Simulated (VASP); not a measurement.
Here is a VASP 6.6.1 calculation.

File INCAR:

```
  ALGO = Normal
  EDIFF = 1E-6
  ENCUT = 600
  GGA = PS
  GGA_COMPAT = F
  ISIF = 2
  ISMEAR = -1
  ISPIN = 2
  LASPH = T
  LCHARG = F
  LMAXMIX = 4
  LORBIT = 11
  LREAL = F
  LWAVE = F
  MAGMOM = 2 2
  NBANDS = 28
  NELM = 200
  PREC = Accurate
  SIGMA = 0.05
```

File KPOINTS:

```
k-points
0
Gamma
  12 12 7
```

The input POSCAR:

```
Co
1.0
    2.4365880777      0.0000000000      0.0000000000
   -1.2182940388      2.1101471738      0.0000000000
    0.0000000000      0.0000000000      3.9803419532
Co
2
Direct
    0.3333333333      0.6666666667      0.7401390000
    0.6666666667      0.3333333333      0.2598610000
```

Potentials or basis: VASP PAW PBE potentials, release 64 (Co_sv).

Run with:

```sh
$ cat potpaw_PBE.64/Co_sv/POTCAR > POTCAR
$ mpirun -np 1 vasp_std > vasp.out
```

Problem. Predict the net moment.

Solution. 3.11 μB per cell.

Problem. Estimate the largest force.

Solution. 0.671 eV/Å.

Problem. Estimate the pressure.

Solution. 0.2 GPa.

Forces on the atoms (eV/Å):
```
Co   0.000  0.000  0.671
Co   0.000  0.000 -0.671
```

Caveat: the PAW data sets were made with another functional, which shifts forces and pressure a little.
